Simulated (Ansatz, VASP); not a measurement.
One calculation of Rh, two programs

```
Rh
1.0
     0.00000    1.90155    1.87303
     1.90155    0.00000    1.87303
     1.90155    1.90155    0.00000
Rh
1
Direct
  0.00000 0.00000 0.00000
```

Change from the starting cell: strain +0.000 along x and y, -0.015 along z, atoms carried along.

Alike in both runs: task single point; functional r2SCAN; k mesh 22 × 22 × 22; occupations gaussian, width 0.15 eV; no spin polarisation.

|  | VASP | Ansatz |
| --- | --- | --- |
| version | VASP 6.6.1 | Ansatz 0.2.0 |
| potentials or method | VASP PAW PBE potentials, release 64 (Rh_pv), cutoff 520 eV | scalar-relativistic, plane waves, PAW |
| valence electrons in the cell | 15 | 17 |

```csv
,VASP,Ansatz,Ansatz less VASP
gap on the k mesh at the Fermi level (eV),none,none,-
pressure (GPa),5.1,3.8,-1.30
"traceless stress, the component that is largest in VASP (GPa)",2.55,2.53,-0.014
```

VASP's potentials were made for PBE, not for r2SCAN. A gap of «none» marks a metal or a gap that the smearing closes. With one functional, cell and mesh, what is left measures potentials, basis and numerics. VASP's potentials hold 15 valence electrons a cell and Ansatz's 17, so a difference there can come from the potentials and not from the codes.
